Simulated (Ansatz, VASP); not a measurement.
**Ta: VASP beside Ansatz**

```
Ta
1.0
     0.00000    2.11628    2.11628
     2.11628    0.00000    2.11628
     2.11628    2.11628    0.00000
Ta
1
Direct
  0.00000 0.00000 0.00000
```

Alike in both runs: task single point; functional PBE; k mesh 8 × 8 × 8; occupations gaussian, width 0.05 eV; no spin polarisation.

```csv
,VASP,Ansatz
version,VASP 6.6.1,Ansatz 0.2.0
potentials or method,"VASP PAW PBE potentials, release 64 (Ta_pv), cutoff 520 eV","scalar-relativistic, plane waves, PAW"
valence electrons in the cell,11,13
```

|  | VASP | Ansatz | Ansatz less VASP |
| --- | --- | --- | --- |
| gap on the k mesh at the Fermi level (eV) | none | none | - |
| pressure (GPa) | 0.1 | 0.1 | -0.01 |

A gap of «none» marks a metal or a gap that the smearing closes. VASP's potentials hold 11 valence electrons a cell and Ansatz's 13, so a difference there can come from the potentials and not from the codes.

Neither program's run includes spin-orbit coupling.
